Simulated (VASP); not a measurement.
C:

```xyz
4
Lattice="2.7545 0.0000 0.0000 0.0000 2.1272 0.0000 -1.1383 0.0000 2.7688" Properties=species:S:1:pos:R:3 pbc="T T T"
C     1.9494    0.3394    0.4464
C     0.2360    1.4030    0.9380
C    -0.3332    1.7878    2.3224
C     1.3802    0.7242    1.8308
```

* Program: VASP 6.6.1
* Task: relaxation of cell and atoms
* Functional: PBE
* Potentials or basis: VASP PAW PBE potentials, release 64 (C_h)
* Cutoff: 910 eV
* k mesh: 6 × 8 × 6
* Occupations: gaussian, width 0.1 eV
* Spin: no spin polarisation

At the start: pressure 217.8 GPa; volume 4.06 Å³/atom.

Problem. How do energy, volume and symmetry change on relaxing?

Solution. Over 29 steps the energy falls by 1992.8 meV/atom and the volume is 6.94 Å³/atom (+71.0 %); space group P2_1/m (No. 11, to 0.05 Å).

The path:
| step | energy change (eV) | largest force (eV/Å) | pressure (GPa) | volume (Å³) |
| --- | --- | --- | --- | --- |
| 1 | 0.0000 | 4.4999 | 217.85 | 16.22 |
| 2 | -4.1321 | 1.9829 | -63.26 | 32.32 |
| 3 | -6.3146 | 2.7626 | -22.01 | 24.62 |
| 4 | -6.3233 | 2.7963 | -17.93 | 24.22 |
| 5 | -6.9843 | 2.0993 | 26.22 | 23.71 |
| 6 | -7.1229 | 0.8230 | 10.68 | 23.85 |
| 7 | -7.5527 | 1.0434 | 19.38 | 24.81 |
| 8 | -7.5651 | 1.3716 | 25.75 | 25.22 |
| 9 | -7.7882 | 0.6541 | -2.36 | 27.37 |
| 10 | -7.7882 | 0.6585 | -2.45 | 27.38 |
| 11 | -7.8890 | 0.2866 | -3.39 | 27.71 |
| 12 | -7.8943 | 0.3861 | -3.57 | 27.80 |
| 13 | -7.9147 | 0.2994 | -0.72 | 27.56 |
| 14 | -7.9263 | 0.3178 | 4.51 | 27.18 |
| 15 | -7.9362 | 0.0781 | 3.27 | 27.21 |
| 16 | -7.9386 | 0.2077 | 2.27 | 27.23 |
| 17 | -7.9467 | 0.1987 | 1.29 | 27.34 |
| 18 | -7.9534 | 0.3661 | -0.95 | 27.61 |
| 19 | -7.9593 | 0.2417 | -0.43 | 27.68 |
| 20 | -7.9616 | 0.2406 | 0.14 | 27.75 |
| 21 | -7.9651 | 0.0832 | -0.74 | 27.78 |
| 22 | -7.9659 | 0.0657 | -1.40 | 27.81 |
| 23 | -7.9682 | 0.0499 | -0.51 | 27.73 |
| 24 | -7.9693 | 0.0326 | 0.53 | 27.63 |
| 25 | -7.9693 | 0.0304 | 0.70 | 27.61 |
| 26 | -7.9701 | 0.0542 | 0.40 | 27.65 |
| 27 | -7.9704 | 0.0941 | 0.14 | 27.68 |
| 28 | -7.9710 | 0.0441 | 0.05 | 27.72 |
| 29 | -7.9711 | 0.0275 | -0.02 | 27.75 |

Final structure:
```
C
1.0
     3.63233    0.00000    0.24001
     0.00000    2.46882    0.00000
    -1.36594    0.00000    3.00385
C
4
Direct
  0.87390 0.24917 0.20048
  0.12610 0.74917 0.29952
  0.12610 0.75083 0.79952
  0.87390 0.25083 0.70048
```

Caveat: the k points lie up to 0.34 Å⁻¹ apart in the final cell; the cutoff is under 1.25 times the usual one of these potentials, so pressure, stress and relaxed cells hold a basis-set (Pulay) error; the volume moved by over 15 % at a fixed basis, so the end points are rough.
